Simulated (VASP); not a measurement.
Here is a VASP 6.6.1 calculation.

Contents of INCAR:

```
ALGO     = Normal         # electronic algorithm
EDIFF    = 1E-6           # SCF threshold, eV
ENCUT    = 600            # plane-wave cutoff, eV
GGA      = PE             # functional
GGA_COMPAT= False        
ISIF     = 2              # what is computed and relaxed
ISMEAR   = -1             # smearing method
ISPIN    = 2              # spin polarisation
LASPH    = True           # aspherical terms in the spheres
LCHARG   = False          # write CHGCAR
LMAXMIX  = 6              # l up to which the mixer works
LORBIT   = 11             # projections on sites
LREAL    = False          # projectors in reciprocal space
LWAVE    = False          # write WAVECAR
MAGMOM   = 7              # initial moments
NBANDS   = 19             # bands
NELM     = 200            # most SCF steps
PREC     = Accurate       # precision mode
SIGMA    = 0.05           # smearing width, eV
```

KPOINTS

```
k-points
0
Gamma
  13 13 13
```

Contents of POSCAR:

```
Gd
1.0
   -2.0378388472      2.0378388472      2.0378388472
    2.0378388472     -2.0378388472      2.0378388472
    2.0378388472      2.0378388472     -2.0378388472
Gd
1
Direct
    0.0000000000      0.0000000000      0.0000000000
```

Potentials or basis: VASP PAW PBE potentials, release 64 (Gd).

Command:

```sh
$ cat potpaw_PBE.64/Gd/POTCAR > POTCAR
$ mpirun -np 1 vasp_std > vasp.out
```

**Question.** Predict the site moments.

**Answer.** Gd +7.01 μB.

**Question.** Predict the pressure.

**Answer.** -0.7 GPa.

**Question.** Predict the net moment.

**Answer.** 7.66 μB per cell.

 The state reached can hang on the start; a lower one may exist.
